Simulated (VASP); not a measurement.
Wanted: the native input for a VASP 6.6.1 run.

```yaml
Task: relaxation of cell and atoms
Functional: PBE
Potentials_or_basis: VASP PAW PBE potentials, release 64 (Zr_sv, B, C)
Cutoff: 600 eV
k_mesh: 12 × 12 × 12
Occupations: gaussian, width 0.1 eV
Spin: no spin polarisation
Dipole_correction: no
Further_INCAR_settings: ALGO = Normal; EDIFF = 1e-06; IBRION = 2; EDIFFG = -0.01; NSW = 100; ISIF = 3
```

The structure of ZrB4C2 lies in POSCAR:

```
ZrB4C2
1.0
   -2.6504033389      2.6504033389      2.2265914737
    2.6504033389     -2.6504033389      2.2265914737
    2.6504033389      2.6504033389     -2.2265914737
Zr B C
1 4 2
Direct
    0.0000000000      0.0000000000      0.0000000000
    0.3344338365      0.3344338365      0.6688676730
    0.6655661635      0.3344338365      0.0000000000
    0.3344338365      0.6655661635      0.0000000000
    0.6655661635      0.6655661635      0.3311323270
    0.2500000000      0.7500000000      0.5000000000
    0.7500000000      0.2500000000      0.5000000000
```

The cell was built from a structure type or drawn by symmetry, and may not be a known phase.

One way to write it, as run:

INCAR

```
ALGO = Normal
EDIFF = 1E-6
EDIFFG = -0.01
ENCUT = 600
GGA = PE
IBRION = 2
ISIF = 3
ISMEAR = 0
LASPH = True
LCHARG = False
LREAL = False
LWAVE = False
NELM = 100
NSW = 100
PREC = Accurate
SIGMA = 0.1
```

KPOINTS

```
k-points
0
Gamma
  12 12 12
```

Potentials or basis: VASP PAW PBE potentials, release 64 (Zr_sv, B, C).

The run is started by

```console
$ cat potpaw_PBE.64/Zr_sv/POTCAR potpaw_PBE.64/B/POTCAR potpaw_PBE.64/C/POTCAR > POTCAR
$ mpirun -np 1 vasp_std > vasp.out
```

It gave:

```json
{
 "Relaxed volume": "8.89 Å³/atom",
 "Relaxed cell": "a = 4.354 Å, b = 4.354 Å, c = 4.354 Å, α = 105.05°, β = 105.05°, γ = 118.74°",
 "Space group after relaxing (to 0.1 Å)": "I4/mmm (No. 139)",
 "Energy gained by relaxing": "0.1 meV/atom",
 "Ionic steps": "4",
 "Pressure after relaxing": "0.1 GPa",
 "Largest force after relaxing": "0.004 eV/Å",
 "Band gap on the k mesh": "zero (bands 16 and 17 overlap by 2.00 eV)"
}
```

Wall time 8.8 min on 1 thread of Intel(R) Xeon(R) Platinum 8259CL CPU @ 2.50GHz (Skylake/Cascade Lake), on a shared host, peak memory 0.4 GiB.
